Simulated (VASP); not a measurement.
Input of a VASP 6.6.1 run:

The input INCAR:

```
  PREC = Accurate
  ENCUT = 600
  EDIFF = 1E-7
  ISMEAR = 0
  SIGMA = 0.2
  LREAL = F
  LASPH = T
  NELM = 80
  ALGO = Fast
  ISIF = 3
  LWAVE = F
  LCHARG = F
  GGA = PE
  IBRION = 2
  NSW = 36
  EDIFFG = -0.08
```

KPOINTS

```
regular mesh
0
Gamma
  4 4 3
```

POSCAR

```
In4Ru
1.0
    4.9203493900      0.0000000000      0.0000000000
   -2.4601746900      4.2611475600      0.0000000000
    0.0000000000      0.0000000000      5.5484510100
In Ru
4 1
Direct
    0.3333333300      0.6666666700      0.7435196000
    0.6666666700      0.3333333300      0.7435196000
    0.6666666700      0.3333333300      0.2564804000
    0.3333333300      0.6666666700      0.2564804000
    0.0000000000      0.0000000000      0.0000000000
```

Potentials or basis: VASP PAW PBE potentials, release 64 (In_d, Ru_pv).

Launch:

```bash
$ cat potpaw_PBE.64/In_d/POTCAR potpaw_PBE.64/Ru_pv/POTCAR > POTCAR
$ mpirun -np 1 vasp_std > vasp.out
```

Question: What does it give for the relaxed cell?

Answer: a = 4.791 Å, b = 4.791 Å, c = 6.063 Å, α = 90.00°, β = 90.00°, γ = 120.00°.

Question: Predict the space group after relaxing (to 0.1 Å).

Answer: P6/mmm (No. 191).

Question: Predict the band gap on the k mesh.

Answer: Zero (bands 33 and 34 overlap by 2.02 eV).

Forces in eV/Å, atoms in the order of the input:
```
In   0.000  0.000  0.035
In   0.000  0.000  0.035
In   0.000  0.000 -0.035
In   0.000  0.000 -0.035
Ru   0.000  0.000  0.000
```

Caveat: the k points lie up to 0.38 Å⁻¹ apart in the final cell, too coarse for converged energies and pressures of a metal; spin-orbit coupling is left out, which moves the levels of the heavy elements; the relaxation stopped at a loose force limit of 0.08 eV/Å, so its end isn't a converged minimum.
